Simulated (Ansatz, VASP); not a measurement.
# One calculation of Hg3Pt, two programs

INCAR

```
SYSTEM = Hg3Pt
PREC     = Accurate       ! precision mode
ENCUT    = 520            ! plane-wave cutoff, eV
EDIFF    = 1E-6           ! SCF threshold, eV
ISMEAR   = -1             ! smearing method
SIGMA    = 0.05           ! smearing width, eV
LREAL    = .FALSE.        ! projectors in reciprocal space
LASPH    = .TRUE.         ! aspherical terms in the spheres
NELM     = 80             ! most SCF steps
ALGO     = Normal         ! electronic algorithm
ISIF     = 2              ! what is computed and relaxed
LWAVE    = .FALSE.        ! write WAVECAR
LCHARG   = .TRUE.         ! write CHGCAR
GGA      = PE             ! functional
LELF     = .TRUE.         ! ELF
LVHAR    = .TRUE.       
NBANDS   = 31             ! bands
```

The input KPOINTS:

```
Automatic mesh
0
G
  6 6 6
  0 0 0
```

POSCAR

```
Hg3Pt
1.0
    4.4013883584      0.0000000000      0.0000000000
    0.0000000000      4.4013883584      0.0000000000
    0.0000000000      0.0000000000      4.4013883584
Hg Pt
3 1
Direct
    0.5000000000      0.5000000000      0.0000000000
    0.5000000000      0.0000000000      0.5000000000
    0.0000000000      0.5000000000      0.5000000000
    0.0000000000      0.0000000000      0.0000000000
```

File input.yaml:

```yaml
crystal:
  lattice:
    - [4.4013883584, 0.0, 0.0]
    - [0.0, 4.4013883584, 0.0]
    - [0.0, 0.0, 4.4013883584]
  atoms:
    - { symbol: Hg, position: [0.5, 0.5, 0.0] }
    - { symbol: Hg, position: [0.5, 0.0, 0.5] }
    - { symbol: Hg, position: [0.0, 0.5, 0.5] }
    - { symbol: Pt, position: [0.0, 0.0, 0.0] }
hamiltonian:
  xc: pbe
  pseudopotentials: { kind: paw }
kpoints:
  mp_grid: { grid: [6, 6, 6] }
scf:
  occupations: { method: fermi_dirac, width: 0.05 }
output:
  forces: true
  stress: true
  eigenvalues: true
```

Alike in both runs: task single point; functional PBE; k mesh 6 × 6 × 6; occupations fermi-dirac, width 0.05 eV; no spin polarisation.

|  | VASP | Ansatz |
| --- | --- | --- |
| version | VASP 6.6.1 | Ansatz 0.2.0 |
| potentials or method | VASP PAW PBE potentials, release 64 (Hg, Pt) | Ansatz PAW |
| plane-wave cutoff (eV) | 520 | 420 |
| valence electrons in the cell | 46 | 78 |

```csv
,VASP,Ansatz,Ansatz less VASP
gap on the k mesh at the Fermi level (eV),none,none,-
pressure (GPa),-3.5,-4.0,-0.45
```

A gap of «none» marks a metal or a gap that the smearing closes. VASP's potentials hold 46 valence electrons a cell and Ansatz's 78, so a difference there can come from the potentials and not from the codes.

Spin-orbit coupling is off throughout.
